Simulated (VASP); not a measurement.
Br, 1 atom in the cell. Symmetry: Im-3m, No. 229, cubic system. The conventional cell has a = 3.749 Å, b = 3.749 Å, c = 3.749 Å, α = 90.00°, β = 90.00°, γ = 90.00°. Within 4.3 Å of Br (site symmetry m-3m) lie 14 Br at 3.25 to 3.75 Å. 

| Property | Result |
| --- | --- |
| Program | VASP 6.6.1 |
| Task | single point |
| Functional | r2SCAN |
| Potentials or basis | VASP PAW PBE potentials, release 64 (Br) |
| Cutoff | 520 eV |
| k mesh | 10 × 10 × 10 |
| Occupations | fermi-dirac, width 0.05 eV |
| Spin | no spin polarisation |
| Dipole correction | no |
| Further INCAR settings | ALGO = Normal; EDIFF = 1e-06; NBANDS = 10 |

Potentials or basis: VASP PAW PBE potentials, release 64 (Br).

Command:

```sh
$ cat potpaw_PBE.64/Br/POTCAR > POTCAR
$ cp INCAR.step1 INCAR
$ mpirun -np 1 vasp_std > vasp.out
$ cp INCAR.step2 INCAR
$ mpirun -np 1 vasp_std > vasp.out
```

Hardware: 1 thread of Intel Xeon 8259CL, on a shared host.

Task: How long does it take, and how much memory?

Result: It took 55 s on 1 thread of Intel Xeon 8259CL (shared host), peak memory 0.14 GiB. Counts: k points 47.
